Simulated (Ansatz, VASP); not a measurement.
**Two plane-wave programs on WSe2**

INCAR

```
ALGO = Normal
EDIFF = 1E-6
ENCUT = 520
GGA = PE
ISIF = 2
ISMEAR = 0
LASPH = True
LCHARG = False
LREAL = False
LWAVE = False
NBANDS = 35
NELM = 100
PREC = Accurate
SIGMA = 0.05
```

File KPOINTS:

```
k-points
0
Gamma
  12 12 2
```

Contents of POSCAR:

```
WSe2
1.0
    3.2899984505      0.0000000000      0.0000000000
   -1.6449992252      2.8492222365      0.0000000000
    0.0000000000      0.0000000000     12.9700000000
W Se
2 4
Direct
    0.3333333333      0.6666666667      0.2500000000
    0.6666666667      0.3333333333      0.7500000000
    0.3660351897      0.5773235337      0.6210000000
    0.6666666667      0.3333333333      0.1210000000
    0.3333333333      0.6666666667      0.8790000000
    0.6666666667      0.3333333333      0.3790000000
```

Input for Ansatz:

```yaml
crystal:
  lattice:
    - [3.2899984505, 0.0, 0.0]
    - [-1.6449992252, 2.8492222365, 0.0]
    - [0.0, 0.0, 12.97]
  atoms:
    - { symbol: W, position: [0.3333333333, 0.6666666667, 0.25] }
    - { symbol: W, position: [0.6666666667, 0.3333333333, 0.75] }
    - { symbol: Se, position: [0.3660351897, 0.5773235337, 0.621] }
    - { symbol: Se, position: [0.6666666667, 0.3333333333, 0.121] }
    - { symbol: Se, position: [0.3333333333, 0.6666666667, 0.879] }
    - { symbol: Se, position: [0.6666666667, 0.3333333333, 0.379] }
basis:
  ecutwfc: 420
kpoints:
  mp_grid: { grid: [12, 12, 2] }
hamiltonian:
  xc: pbe
scf:
  occupations: { method: gaussian, width: 0.05 }
output:
  forces: true
  stress: true
  eigenvalues: true
```

Alike in both runs: task single point; functional PBE; k mesh 12 × 12 × 2; occupations gaussian, width 0.05 eV; no spin polarisation.

|  | VASP | Ansatz |
| --- | --- | --- |
| version | VASP 6.6.1 | Ansatz 0.2.0 |
| potentials or method | VASP PAW PBE potentials, release 64 (W_sv, Se), cutoff 520 eV | scalar-relativistic, plane waves, PAW |
| valence electrons in the cell | 52 | 92 |

```csv
,VASP,Ansatz,Ansatz less VASP
gap on the k mesh at the Fermi level (eV),0.91,0.92,+0.005
least direct gap on the mesh (eV),1.46,1.46,+0.003
pressure (GPa),6.0,5.7,-0.33
"traceless stress, the component that is largest in VASP (GPa)",6.53,6.50,-0.033
rms of the force components (eV/Å),1.375,1.365,-0.0101
```

Atom by atom the forces differ by 0.024 eV/Å (rms over components). VASP's potentials hold 52 valence electrons a cell and Ansatz's 92, so a difference there can come from the potentials and not from the codes.

Spin-orbit coupling is off throughout.
